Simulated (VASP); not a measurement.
Input of a VASP 6.6.1 run:

File INCAR:

```
PREC = Accurate
ENCUT = 520
EDIFF = 1E-7
ISMEAR = 0
SIGMA = 0.1
LREAL = F
LASPH = T
NELM = 80
ALGO = Normal
ISIF = 2
LWAVE = F
LCHARG = T
GGA = PE
LELF = T
LVHAR = T
NBANDS = 28
```

Contents of KPOINTS:

```
regular mesh
0
Gamma
  8 8 8
```

Contents of POSCAR:

```
Nb2Si2O
1.0
    4.6294234952      0.0000000000      0.0000000000
    0.0000000000      4.6294234952      0.0000000000
    0.0000000000      0.0000000000      4.4989063361
Nb Si O
2 2 1
Direct
    0.0000000000      0.5000000000      0.5000000000
    0.5000000000      0.0000000000      0.5000000000
    0.0000000000      0.0000000000      0.0000000000
    0.0000000000      0.0000000000      0.5000000000
    0.5000000000      0.5000000000      0.5000000000
```

Potentials or basis: VASP PAW PBE potentials, release 64 (Nb_sv, Si, O).

The run is started by

```bash
$ cat potpaw_PBE.64/Nb_sv/POTCAR potpaw_PBE.64/Si/POTCAR potpaw_PBE.64/O/POTCAR > POTCAR
$ mpirun -np 1 vasp_std > vasp.out
```

What does it give for the pressure?

-0.2 GPa.

Estimate the band gap on the k mesh.

zero (bands 20 and 21 overlap by 1.56 eV).
